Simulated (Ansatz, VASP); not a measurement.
# CdSe: VASP beside Ansatz

The input INCAR:

```
PREC = Accurate ; ENCUT = 520
EDIFF = 1E-6 ; ISMEAR = -1
SIGMA = 0.03 ; LREAL = F
LASPH = T ; NELM = 150
ALGO = Normal ; ISIF = 2
LWAVE = F ; LCHARG = T
MAGMOM = 0 0 0 0 0 0 ; LORBIT = 11
LSORBIT = T ; GGA_COMPAT = F
LORBMOM = T ; GGA = PE
LVHAR = T ; NBANDS = 30
```

File KPOINTS:

```
Automatic mesh
0
Gamma
  8 8 8
```

POSCAR

```
CdSe
1.0
    0.0000000000      3.0702711986      3.0702711986
    3.0702711986      0.0000000000      3.0702711986
    3.0702711986      3.0702711986      0.0000000000
Cd Se
1 1
Direct
    0.0000000000      0.0000000000      0.0000000000
    0.2500000000      0.2500000000      0.2500000000
```

Input for Ansatz:

```yaml
crystal:
  lattice:
    - [0.0, 3.0702711986, 3.0702711986]
    - [3.0702711986, 0.0, 3.0702711986]
    - [3.0702711986, 3.0702711986, 0.0]
  atoms:
    - { symbol: Cd, position: [0.0, 0.0, 0.0] }
    - { symbol: Se, position: [0.25, 0.25, 0.25] }
kpoints:
  mp_grid: { grid: [8, 8, 8] }
  band_path:
    path:
      - [0.0, 0.0, 0.0]
      - [-0.5, -0.5, 0.0]
      - [-0.375, -0.375, 0.25]
      - [-0.375, 0.0, 0.375]
      - [0.0, 0.0, 0.0]
      - [0.0, 0.0, 0.5]
      - [-0.5, -0.25, 0.25]
      - [-0.5, -0.5, 0.0]
    npoints: 5
scf:
  occupations: { method: fermi_dirac, width: 0.03 }
hamiltonian:
  xc: pbe
  pseudopotentials: { kind: all_electron, lapw: { basis_error: 0.001 } }
output:
  forces: true
  stress: true
  eigenvalues: true
magnetization:
  noncollinear: true
  spin_orbit: true
```

Alike in both runs: task single point; functional PBE; k mesh 8 × 8 × 8; occupations fermi-dirac, width 0.03 eV; non-collinear spin, spin-orbit coupling.

```csv
,VASP,Ansatz
version,VASP 6.6.1,Ansatz 0.2.0
potentials or method,"VASP PAW PBE potentials, release 64 (Cd, Se), cutoff 520 eV",all-electron LAPW
```

Ansatz gave:

```
pressure (GPa) : 1.3
```

Q: Estimate VASP's values.

A: Pressure (GPa): 1.6.

Ansatz ran all-electron here, and VASP with PAW potentials.
